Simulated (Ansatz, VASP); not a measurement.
**GaAs in VASP and in Ansatz**

```
Ga As
1.0
     0.00000    2.83308    2.83308
     2.83308    0.00000    2.83308
     2.83308    2.83308    0.00000
Ga As
1 1
Cartesian
  0.0000 0.0000 0.0000
  1.4165 1.4165 1.4165
```

Alike in both runs: task single point; functional PBE-based screened hybrid; k mesh 4 × 4 × 4; no spin polarisation.

|  | VASP | Ansatz |
| --- | --- | --- |
| version | VASP 6.6.1 | Ansatz 0.2.0 |
| potentials or method | VASP PAW PBE potentials, release 64 (Ga_d, As) | plane waves |
| plane-wave cutoff (eV) | 520 | 420 |
| occupations | gaussian, width 0.01 eV | fixed |
| valence electrons in the cell | 18 | 28 |

|  | VASP | Ansatz | Ansatz less VASP |
| --- | --- | --- | --- |
| gap on the k mesh at the Fermi level (eV) | 0.83 | 0.82 | -0.001 |
| pressure (GPa) | 2.3 | 2.2 | -0.09 |

VASP's potentials were made for PBE, not for PBE-based screened hybrid. VASP's potentials hold 18 valence electrons a cell and Ansatz's 28, so a difference there can come from the potentials and not from the codes. Ansatz's warnings: stress exchange threshold loose, stress scf threshold loose.

The k mesh is coarse, so the values compare programs but aren't converged.
